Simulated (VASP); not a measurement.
Wanted: the native input for a VASP 6.6.1 run.

| Item | Value |
| --- | --- |
| Task | electric field gradients |
| Functional | PBE |
| Potentials or basis | VASP PAW PBE potentials, release 64 (Mn_pv, S) |
| Cutoff | 520 eV |
| k mesh | 12 × 12 × 12 |
| Occupations | fermi-dirac, width 0.05 eV |
| Spin | collinear spin, ferromagnetic start |
| Starting moments | [4.0, 0.0] μB |
| Dipole correction | no |
| Further INCAR settings | ALGO = Normal; EDIFF = 1e-08; NBANDS = 20 |

The structure of MnS (zincblende type) lies in POSCAR:

```
MnS
1.0
    0.0000000000      2.8197098895      2.8197098895
    2.8197098895      0.0000000000      2.8197098895
    2.8197098895      2.8197098895      0.0000000000
Mn S
1 1
Direct
    0.0000000000      0.0000000000      0.0000000000
    0.2500000000      0.2500000000      0.2500000000
```

One way to write it, as run:

INCAR

```
SYSTEM = MnS
PREC = Accurate
ENCUT = 520
EDIFF = 1E-8
ISMEAR = -1
SIGMA = 0.05
LREAL = .FALSE.
LASPH = .TRUE.
NELM = 150
ALGO = Normal
ISIF = 2
LWAVE = .FALSE.
LCHARG = .FALSE.
ISPIN = 2
MAGMOM = 4 0
LORBIT = 11
LMAXMIX = 4
GGA = PE
LEFG = .TRUE.
NBANDS = 20
```

KPOINTS

```
Automatic mesh
0
G
  12 12 12
  0 0 0
```

Potentials or basis: VASP PAW PBE potentials, release 64 (Mn_pv, S).

The run is started by

```sh
$ cat potpaw_PBE.64/Mn_pv/POTCAR potpaw_PBE.64/S/POTCAR > POTCAR
$ mpirun -np 1 vasp_std > vasp.out
```

Results of the run:

```
Pressure                                              : 0.1 GPa
Net moment                                            : 4.95 μB per cell
Site moments                                          : Mn +4.36; S +0.09 μB
Largest electric field gradient by atom               : under 0.05 V/Å² on every atom
Valence electrons inside the program's atomic spheres : Mn 11.36; S 3.76
```

Caveat: a cell with one magnetic atom can't hold antiferromagnetic order, which such compounds often take.

Wall time 99 s on 1 thread of Intel(R) Xeon(R) Platinum 8488C (Sapphire Rapids), on a shared host, peak memory 0.24 GiB.
